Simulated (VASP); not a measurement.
Here is a VASP 6.6.1 calculation.

The input POSCAR:

```
TiCo
1.0
    2.9861109900      0.0000000000      0.0000000000
    0.0000000000      2.9861109900      0.0000000000
    0.0000000000      0.0000000000      2.9861109900
Ti Co
1 1
Direct
    0.0000000000      0.0000000000      0.0000000000
    0.5000000000      0.5000000000      0.5000000000
```

The input INCAR.step1:

```
ALGO = Normal
EDIFF = 1E-6
ENCUT = 520
GGA = PE
ISIF = 2
ISMEAR = -1
ISPIN = 2
LASPH = T
LCHARG = T
LMAXMIX = 4
LREAL = F
LWAVE = F
MAGMOM = -1 2
NBANDS = 22
NELM = 150
PREC = Accurate
SIGMA = 0.03
```

KPOINTS.step1

```
k-points
0
Gamma
  13 13 13
```

Contents of INCAR.step2:

```
ALGO = Normal
EDIFF = 1E-6
ENCUT = 520
GGA = PE
ICHARG = 11
ISIF = 2
ISMEAR = -5
ISPIN = 2
LASPH = T
LCHARG = F
LMAXMIX = 4
LORBIT = 10
LREAL = F
LWAVE = F
MAGMOM = -1 2
NEDOS = 2001
NELM = 150
PREC = Accurate
SIGMA = 0.03
```

File KPOINTS.step2:

```
k-points
0
Gamma
  20 20 20
```

Potentials or basis: VASP PAW PBE potentials, release 64 (Ti_sv, Co).

Launch:

```sh
$ cat potpaw_PBE.64/Ti_sv/POTCAR potpaw_PBE.64/Co/POTCAR > POTCAR
$ cp INCAR.step1 INCAR
$ cp KPOINTS.step1 KPOINTS
$ mpirun -np 1 vasp_std > vasp.out
$ cp INCAR.step2 INCAR
$ cp KPOINTS.step2 KPOINTS
$ mpirun -np 1 vasp_std > vasp.out
```

Problem. Estimate the net moment.

Solution. 0.88 μB per cell.

Problem. What does it give for the site moments?

Solution. Ti -0.03; Co +0.96 μB.
